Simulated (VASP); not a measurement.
A run of VASP 6.6.1:

Contents of POSCAR:

```
NaCl
1.0
    3.4857311463      0.0000000000      0.0000000000
    0.0000000000      3.4857311463      0.0000000000
    0.0000000000      0.0000000000      3.4857311463
Na Cl
1 1
Direct
    0.0000000000      0.0000000000      0.0000000000
    0.5000000000      0.5000000000      0.5000000000
```

Contents of INCAR.step1:

```
SYSTEM = NaCl
PREC = Accurate
ENCUT = 520
EDIFF = 1E-5
ISMEAR = -1
SIGMA = 0.02
LREAL = .FALSE.
LASPH = .TRUE.
NELM = 80
ALGO = Normal
ISIF = 2
LWAVE = .TRUE.
LCHARG = .FALSE.
GGA = PE
NBANDS = 14
```

Contents of INCAR.step2:

```
SYSTEM = NaCl
PREC = Accurate
ENCUT = 520
EDIFF = 1E-6
ISMEAR = -1
SIGMA = 0.02
LREAL = .FALSE.
LASPH = .TRUE.
NELM = 80
ALGO = Normal
ISIF = 2
LWAVE = .FALSE.
LCHARG = .FALSE.
GGA = PE
LHFCALC = .TRUE.
HFSCREEN = 0.2079
PRECFOCK = Normal
ISTART = 1
NBANDS = 14
```

File KPOINTS:

```
regular mesh
0
G
  4 4 4
  0 0 0
```

Potentials or basis: VASP PAW PBE potentials, release 64 (Na_pv, Cl).

The run is started by

```bash
$ cat potpaw_PBE.64/Na_pv/POTCAR potpaw_PBE.64/Cl/POTCAR > POTCAR
$ cp INCAR.step1 INCAR
$ mpirun -np 1 vasp_std > vasp.out
$ cp INCAR.step2 INCAR
$ mpirun -np 1 vasp_std > vasp.out
```

Hardware: 1 thread of Intel Xeon 8259CL, with other jobs on the host.

Q: How long does it take, and how much memory?

A: Wall time 4 min on 1 thread of Intel Xeon 8259CL, on a shared host, peak memory 0.25 GiB. Counts: k points 10.
